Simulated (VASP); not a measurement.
A run of VASP 6.6.1:

INCAR

```
SYSTEM = MoS2
PREC = Accurate ; ENCUT = 500
EDIFF = 1E-6 ; ISMEAR = -1
SIGMA = 0.01 ; LREAL = Auto
LASPH = .True. ; NELM = 120
ALGO = Normal ; ISIF = 2
LWAVE = .False. ; LCHARG = .True.
GGA = PE ; LELF = .True.
LVHAR = .True. ; NBANDS = 267
GGA_COMPAT = .False.
```

KPOINTS

```
regular mesh
0
Gamma
  1 1 1
  0 0 0
```

The input POSCAR:

```
MoS2
1.0
    9.3669867967      0.0000000804      0.0000000000
   -4.6834934680      8.1120484826      0.0000000000
    0.0000000000      0.0000000000     12.0827026900
Mo S
18 36
Direct
    0.2218904268      0.1114429066      0.2500000000
    0.1114429066      0.2218904268      0.7500000000
    0.2218904268      0.4447762399      0.2500000000
    0.1114429066      0.5552237601      0.7500000000
    0.2218904268      0.7781095732      0.2500000000
    0.1114429066      0.8885570934      0.7500000000
    0.5552237601      0.1114429066      0.2500000000
    0.4447762399      0.2218904268      0.7500000000
    0.5552237601      0.4447762399      0.2500000000
    0.4447762399      0.5552237601      0.7500000000
    0.5552237601      0.7781095732      0.2500000000
    0.4447762399      0.8885570934      0.7500000000
    0.8885570934      0.1114429066      0.2500000000
    0.7781095732      0.2218904268      0.7500000000
    0.8885570934      0.4447762399      0.2500000000
    0.7781095732      0.5552237601      0.7500000000
    0.8885570934      0.7781095732      0.2500000000
    0.7781095732      0.8885570934      0.7500000000
    0.2222276347      0.1111775604      0.6192650726
    0.1111056986      0.2221557729      0.3807349274
    0.2221557729      0.1111056986      0.8807349274
    0.1111775604      0.2222276347      0.1192650726
    0.2222276347      0.4445108937      0.6192650726
    0.1111056986      0.5554891063      0.3807349274
    0.2221557729      0.4444390320      0.8807349274
    0.1111775604      0.5555609680      0.1192650726
    0.2222276347      0.7778442271      0.6192650726
    0.1111056986      0.8888224396      0.3807349274
    0.2221557729      0.7777723653      0.8807349274
    0.1111775604      0.8888943014      0.1192650726
    0.5555609680      0.1111775604      0.6192650726
    0.4444390320      0.2221557729      0.3807349274
    0.5554891063      0.1111056986      0.8807349274
    0.4445108937      0.2222276347      0.1192650726
    0.5555609680      0.4445108937      0.6192650726
    0.4444390320      0.5554891063      0.3807349274
    0.5554891063      0.4444390320      0.8807349274
    0.4445108937      0.5555609680      0.1192650726
    0.5555609680      0.7778442271      0.6192650726
    0.4444390320      0.8888224396      0.3807349274
    0.5554891063      0.7777723653      0.8807349274
    0.4445108937      0.8888943014      0.1192650726
    0.8888943014      0.1111775604      0.6192650726
    0.7777723653      0.2221557729      0.3807349274
    0.8888224396      0.1111056986      0.8807349274
    0.7778442271      0.2222276347      0.1192650726
    0.8888943014      0.4445108937      0.6192650726
    0.7777723653      0.5554891063      0.3807349274
    0.8888224396      0.4444390320      0.8807349274
    0.7778442271      0.5555609680      0.1192650726
    0.8888943014      0.7778442271      0.6192650726
    0.7777723653      0.8888224396      0.3807349274
    0.8888224396      0.7777723653      0.8807349274
    0.7778442271      0.8888943014      0.1192650726
```

Potentials or basis: VASP PAW PBE potentials, release 64 (Mo_sv, S).

Command:

```bash
$ cat potpaw_PBE.64/Mo_sv/POTCAR potpaw_PBE.64/S/POTCAR > POTCAR
$ mpirun -np 1 vasp_gam > vasp.out
```

Hardware: 1 thread of Oxide Virtual Turin-like Processor, with other jobs on the host.

**Question.** Estimate the wall time of this run.

**Answer.** It took 9.4 min on 1 thread of Oxide Virtual Turin-like Processor, on a shared host, peak memory 0.8 GiB. Counts: scf iterations 17, k points 1.
